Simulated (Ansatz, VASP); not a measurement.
## Two plane-wave programs on Al4Ru3

```
Al Ru
1.0
     5.97538    0.00000    0.00000
     0.00000    5.97538    0.00000
     0.00000    0.00000    2.96723
Al Ru
4 3
Cartesian
  1.5058 1.5058 1.4836
  4.4696 4.4696 1.4836
  4.4696 1.5058 1.4836
  1.5058 4.4696 1.4836
  2.9877 0.0000 0.0000
  0.0000 2.9877 0.0000
  2.9877 2.9877 0.0000
```

Alike in both runs: functional PBE; k mesh 6 × 6 × 10; occupations gaussian, width 0.1 eV; no spin polarisation.

Ansatz relaxed the structure, and its values are those at the end. VASP's run is a single point on that final structure, the one shown.

|  | VASP | Ansatz |
| --- | --- | --- |
| version | VASP 6.6.1 | Ansatz 0.2.0 |
| potentials or method | VASP PAW PBE potentials, release 64 (Al, Ru_pv), cutoff 520 eV | scalar-relativistic, plane waves, PAW |
| valence electrons in the cell | 54 | 60 |

|  | VASP | Ansatz | Ansatz less VASP |
| --- | --- | --- | --- |
| gap on the k mesh at the Fermi level (eV) | none | none | - |
| pressure (GPa) | 0.0 | 0.0 | +0.01 |

A gap of «none» marks a metal or a gap that the smearing closes. The functional is the same, so the differences come from potentials, cutoffs and numerics. VASP's potentials hold 54 valence electrons a cell and Ansatz's 60, so a difference there can come from the potentials and not from the codes.
